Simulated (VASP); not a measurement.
# Hf (R-3m) in VASP: further runs

The runs below take Hf through single point, with PBEsol.

Everything below comes from runs of VASP 6.6.1. Logs are shortened: lines on timing, memory, paths and dates and some standing lists are left out, and cuts for length are marked.

## 1. The cell of the first run

It takes space group R-3m (No. 166, trigonal). The conventional cell has a = 4.553 Å, b = 4.553 Å, c = 3.931 Å, α = 90.00°, β = 90.00°, γ = 120.00°. Hf (site symmetry -3m) has 12 Hf at 2.94 to 3.71 Å within 3.9 Å.

## 2. Single point, PBEsol

File INCAR:

```
PREC = Accurate
ENCUT = 520
EDIFF = 1E-7
ISMEAR = 0
SIGMA = 0.15
LREAL = False
LASPH = True
NELM = 100
ALGO = Fast
ISIF = 2
LWAVE = False
LCHARG = False
GGA = PS
NBANDS = 11
```

File KPOINTS:

```
Automatic mesh
0
Gamma
  20 20 20
```

File POSCAR:

```
Hf
1.0
   -1.3896838530      1.8296609802      1.8296609802
    1.8296609802     -1.3896838530      1.8296609802
    1.8296609802      1.8296609802     -1.3896838530
Hf
1
Direct
    0.0000000000      0.0000000000      0.0000000000
```

Potentials or basis: VASP PAW PBE potentials, release 64 (Hf_pv).

Run with:

```console
$ cat potpaw_PBE.64/Hf_pv/POTCAR > POTCAR
$ mpirun -np 1 vasp_std > vasp.out
```

OUTCAR:

```text
PREC = Accurate
   ENCUT = 520
   EDIFF = 1E-7
   ISMEAR = 0
   LREAL = False
   LASPH = True
   NELM = 100
   ISIF = 2
   GGA = PS

 ion  position               nearest neighbor table
   1  0.000  0.000  0.000-

  LATTYP: Found a trigonal (rhomboedric) cell.
 ALAT       =     2.9370971751
 COS(alpha) =    -0.2014297013

  Lattice vectors:

 A1 = (  -1.3896838530,   1.8296609802,   1.8296609802)
 A2 = (   1.8296609802,  -1.3896838530,   1.8296609802)
 A3 = (   1.8296609802,   1.8296609802,  -1.3896838530)

Analysis of symmetry for initial positions (statically):
=====================================================================
 Subroutine PRICEL returns:
 Original cell was already a primitive cell.

 Routine SETGRP: Setting up the symmetry group for a
 trigonal (rhombohedral) supercell.

 Subroutine GETGRP returns: Found 12 space group operations
 (whereof 12 operations were pure point group operations)
 out of a pool of 12 trial point group operations.

The static configuration has the point symmetry D_3d.

Analysis of symmetry for dynamics (positions and initial velocities):
=====================================================================
 Subroutine PRICEL returns:
 Original cell was already a primitive cell.

 Routine SETGRP: Setting up the symmetry group for a
 trigonal (rhombohedral) supercell.

 Subroutine GETGRP returns: Found 12 space group operations
 (whereof 12 operations were pure point group operations)
 out of a pool of 12 trial point group operations.

The dynamic configuration has the point symmetry D_3d.

 Subroutine INISYM returns: Found 12 space group operations
 (whereof 12 operations are pure point group operations),
 and found     1 'primitive' translations

----------------------------------------------------------------------------------------

                                     Primitive cell

  volume of cell :      23.5229

  direct lattice vectors                    reciprocal lattice vectors
    -1.389683853  1.829660980  1.829660980    -0.060215180  0.250407028  0.250407028
     1.829660980 -1.389683853  1.829660980     0.250407028 -0.060215180  0.250407028
     1.829660980  1.829660980 -1.389683853     0.250407028  0.250407028 -0.060215180

  length of vectors
     2.937097175  2.937097175  2.937097175     0.359211953  0.359211953  0.359211953

  position of ions in fractional coordinates (direct lattice)
     0.000000000  0.000000000  0.000000000

  ion indices of the primitive-cell ions
   primitive index   ion index
[... 75 lines left out ...]
   EDIFFG = 0.1E-05   stopping-criterion for IOM
   NSW    =      0    number of steps for IOM
   IBRION =     -1    ionic relax: 0-MD 1-quasi-New 2-CG
   NFREE  =      0    steps in history (QN), initial steepest desc. (CG)
   ISIF   =      2    stress and relaxation
   ISYM   =      2    0-nonsym 1-usesym 2-fastsym
   POTIM  = 0.5000    time-step for ionic-motion
   TEBEG  =    0.0;   TEEND  =   0.0 temperature during run
   PSTRESS=    0.0 pullay stress
   NELECT =      10.0000    total number of electrons
   NUPDOWN=      -1.0000    fix difference up-down
   EMIN   =  10.00;   EMAX   =-10.00  energy-range for DOS
   EFERMI =   0.00;   METHOD = LEGACY
   ISMEAR =     0;   SIGMA  =   0.15  broadening in eV -4-tet -1-fermi 0-gaus
   EFERMI_NEDOS =   21; number of points for ismear=-14 and -15
   IALGO  =     68    algorithm
   IMIX   =      4    mixing-type and parameters
     AMIX     =   0.40;   BMIX     =  1.00
     AMIX_MAG =   1.60;   BMIX_MAG =  1.00
  volume/ion in A,a.u.               =      23.52       158.74
  Fermi-wavevector in a.u.,A,eV,Ry     =   1.230961  2.326179 20.616432  1.515265
  Thomas-Fermi vector in A             =   2.365789
   LORBIT       =      0    0 simple, 1 ext, 2 COOP (PROOUT), +10 PAW based schemes
   GGA     = PS    functional components
   LHFCALC =     F    Hartree Fock is set to
   AEXX    =    0.0000 exact exchange contribution
   IVDW    =     0    specifies the selected vdW correction
   LEPSILON=     F    determine dielectric tensor
   LRPA    =     F    only Hartree local field effects (RPA)
 non-spin polarized calculation
 RMM-DIIS sequential band-by-band and
 Gauss-broadening in eV      SIGMA  =   0.15
  energy-cutoff  :      520.00
  volume of cell :       23.52
 maximum number of plane-waves:       653
 NGX is ok and might be reduce to    24

 number of electron      10.0000001 magnetization

 Free energy of the ion-electron system (eV)
  ---------------------------------------------------
  ext. energy  EPLUGINS =         0.00000000
  ---------------------------------------------------
  free energy    TOTEN  =        -9.88408379 eV

  energy without entropy =       -9.86091050  energy(sigma->0) =       -9.87249714

 E-fermi :   3.9676     XC(G=0): -11.1092

 val. band max:        3.9671082214   @ k =   0.4500   0.2500   0.2500
 cond. band min:       3.9696022039   @ k =  -0.2500   0.3000   0.1500
 fundamental gap:      0.0024939825
 Fermi energy:         3.9675683232

 k-point     1 :       0.0000    0.0000    0.0000
  band No.  band energies     occupation
      1     -25.9514      2.00000
      2     -25.7388      2.00000
      3     -25.7388      2.00000
      4      -2.7236      2.00000
      5       3.4393      2.00000
      6       3.4393      2.00000
      7       8.6169      0.00000
      8       9.6598      0.00000
      9       9.6598      0.00000
     10      16.2065      0.00000
     11      16.2065      0.00000
[... 309 lines left out ...]
 k-point    24 :      -0.3500    0.0500    0.0000
  band No.  band energies     occupation
      1     -26.5260      2.00000
      2     -25.8583      2.00000
      3     -25.7127      2.00000
      4      -0.1532      2.00000
      5       3.5604      1.99988
      6       3.9430      1.18353
      7       8.2945      0.00000
      8       8.5081      0.00000
      9       9.6751      0.00000
     10      13.9414      0.00000
     11      17.3905      0.00000

 [... further k-points ...]
[... 5 lines left out ...]
  --------------------------------------------------------------------------------------
  -------------------------------------------------------------------------------------
  Total       -0.9072632     -0.9072632     -0.9072632     -0.7930564     -0.7930564     -0.7930564
  in kB      -61.7948513    -61.7948513    -61.7948513    -54.0160804    -54.0160804    -54.0160804
  external PRESSURE =     -61.7948513 kB  Pullay stress =       0.0000000 kB

 VOLUME and BASIS-vectors are now :
 -----------------------------------------------------------------------------
  energy-cutoff  :      520.00
  volume of cell :       23.52
      direct lattice vectors                 reciprocal lattice vectors
    -1.389683853  1.829660980  1.829660980    -0.060215180  0.250407028  0.250407028
     1.829660980 -1.389683853  1.829660980     0.250407028 -0.060215180  0.250407028
     1.829660980  1.829660980 -1.389683853     0.250407028  0.250407028 -0.060215180

 POSITION                                       TOTAL-FORCE (eV/Angst)
 -----------------------------------------------------------------------------------
      0.00000      0.00000      0.00000         0.000000      0.000000      0.000000
 -----------------------------------------------------------------------------------
    total drift:                                0.000000      0.000000      0.000000

  FREE ENERGIE OF THE ION-ELECTRON SYSTEM (eV)
  ---------------------------------------------------
  free  energy   TOTEN  =        -9.8840837919 eV

  energy  without entropy=       -9.8609104969  energy(sigma->0) =       -9.87249714
```

OSZICAR:

```text
N       E                     dE             d eps       ncg     rms          rms(c)
DAV:   1     0.129959735789E+02    0.12996E+02   -0.57122E+03 17318   0.835E+02
DAV:   2    -0.973135826413E+01   -0.22727E+02   -0.22040E+02 21456   0.154E+02
DAV:   3    -0.102105095710E+02   -0.47915E+00   -0.46823E+00 21354   0.152E+01
DAV:   4    -0.102128559851E+02   -0.23464E-02   -0.23457E-02 19336   0.129E+00
DAV:   5    -0.102128718898E+02   -0.15905E-04   -0.15904E-04 21979   0.932E-02    0.372E+01
RMM:   6    -0.995614520512E+01    0.25673E+00   -0.17386E-01 17460   0.267E+00    0.207E+01
RMM:   7    -0.988832172199E+01    0.67823E-01   -0.26977E-01 19388   0.350E+00    0.100E+00
RMM:   8    -0.988414076672E+01    0.41810E-02   -0.21936E-02 18225   0.118E+00    0.673E-01
RMM:   9    -0.988409289575E+01    0.47871E-04   -0.26933E-03 22114   0.438E-01    0.202E-01
RMM:  10    -0.988407637745E+01    0.16518E-04   -0.39904E-04 21611   0.168E-01    0.171E-01
RMM:  11    -0.988408257061E+01   -0.61932E-05   -0.10036E-04 23748   0.859E-02    0.775E-02
RMM:  12    -0.988408307674E+01   -0.50612E-06   -0.21162E-05 20859   0.350E-02    0.106E-02
RMM:  13    -0.988408360555E+01   -0.52881E-06   -0.48153E-06 24469   0.159E-02    0.406E-03
RMM:  14    -0.988408374008E+01   -0.13453E-06   -0.61545E-07 20769   0.561E-03    0.550E-03
RMM:  15    -0.988408409574E+01   -0.35566E-06   -0.13943E-07 15076   0.278E-03    0.919E-03
RMM:  16    -0.988408374267E+01    0.35307E-06   -0.11094E-07 14182   0.266E-03    0.108E-03
RMM:  17    -0.988408379191E+01   -0.49237E-07   -0.12129E-08 12510   0.952E-04
   1 F= -.98840838E+01 E0= -.98724971E+01  d E =-.231733E-01
```

It took 65 s on 1 thread of Intel Xeon 6975P-C (Granite Rapids), shared host; peak memory 0.31 GiB.

Results:

```yaml
Free_energy: -9.8841 eV
Pressure: -6.2 GPa
Band_gap_on_the_k_mesh: zero (band 5 reaches 4.83 eV, above the bottom of band 6 at 3.43 eV)
```

Levels at points of the mesh, in eV from the Fermi level:
| k point | band 2 | band 3 | band 4 | band 5 | band 6 | band 7 | band 8 | band 9 |
| --- | --- | --- | --- | --- | --- | --- | --- | --- |
| (0.00, 0.00, 0.00) | -29.71 | -29.71 | -6.69 | -0.53 | -0.53 | 4.65 | 5.69 | 5.69 |
| (0.50, 0.00, 0.00) | -29.81 | -29.66 | -3.31 | -0.58 | 0.20 | 4.12 | 4.75 | 6.01 |
| (0.50, 0.50, 0.00) | -30.39 | -29.69 | -2.87 | -0.74 | 2.68 | 3.94 | 4.27 | 7.44 |
| (0.50, 0.50, 0.50) | -30.53 | -30.23 | -2.11 | -2.11 | 1.88 | 6.60 | 8.27 | 8.27 |

Caveat: the PAW data sets were made with another functional, which shifts forces and pressure a little; spin-orbit coupling is left out, which moves the levels of the heavy elements.

## 3. Single point, PBEsol

This run uses another cell than the first one, of the same volume but with other edges.

File INCAR:

```
ALGO     = Fast           # electronic algorithm
EDIFF    = 1E-6           # SCF threshold, eV
ENCUT    = 520            # plane-wave cutoff, eV
GGA      = PS             # functional
ISIF     = 2              # what is computed and relaxed
ISMEAR   = 0              # smearing method
LASPH    = True           # aspherical terms in the spheres
LCHARG   = False          # write CHGCAR
LREAL    = False          # projectors in reciprocal space
LWAVE    = False          # write WAVECAR
NBANDS   = 11             # bands
NELM     = 80             # most SCF steps
PREC     = Accurate       # precision mode
SIGMA    = 0.15           # smearing width, eV
```

File KPOINTS:

```
k-points
0
Gamma
  20 20 20
```

File POSCAR:

```
Hf
1.0
   -2.4254060233      1.8547222531      1.8547222531
    1.8547222531     -2.4254060233      1.8547222531
    1.8547222531      1.8547222531     -2.4254060233
Hf
1
Direct
    0.0000000000      0.0000000000      0.0000000000
```

Potentials or basis: VASP PAW PBE potentials, release 64 (Hf_pv).

Run with:

```console
$ cat potpaw_PBE.64/Hf_pv/POTCAR > POTCAR
$ mpirun -np 1 vasp_std > vasp.out
```

It took 2 min on 1 thread of Intel Xeon 6975P-C (Granite Rapids), shared host; peak memory 0.32 GiB.

It converged, with:

```
Free energy            : -8.4515 eV
Pressure               : 15.1 GPa
Band gap on the k mesh : zero (band 5 reaches 5.45 eV, above the bottom of band 6 at 2.30 eV)
```

Stress tensor (GPa, compression positive):
```
15.12 38.02 38.02
38.02 15.12 38.02
38.02 38.02 15.12
```

Levels at points of the mesh, in eV from the Fermi level:
| k point | band 2 | band 3 | band 4 | band 5 | band 6 | band 7 | band 8 | band 9 |
| --- | --- | --- | --- | --- | --- | --- | --- | --- |
| (0.00, 0.00, 0.00) | -30.11 | -26.81 | -5.73 | -1.88 | 0.85 | 0.85 | 9.49 | 10.37 |
| (0.50, 0.00, 0.00) | -29.22 | -29.15 | -2.51 | -1.23 | 3.80 | 4.15 | 4.86 | 6.52 |
| (0.50, 0.50, 0.00) | -30.17 | -26.82 | -2.92 | -1.87 | 0.10 | 4.35 | 5.07 | 8.56 |
| (0.50, 0.50, 0.50) | -29.24 | -29.24 | -2.53 | -2.53 | 5.38 | 5.38 | 7.94 | 8.36 |

Caveat: the PAW data sets were made with another functional, which shifts forces and pressure a little; spin-orbit coupling is left out, which moves the levels of the heavy elements.

[end of part 1 of 3]
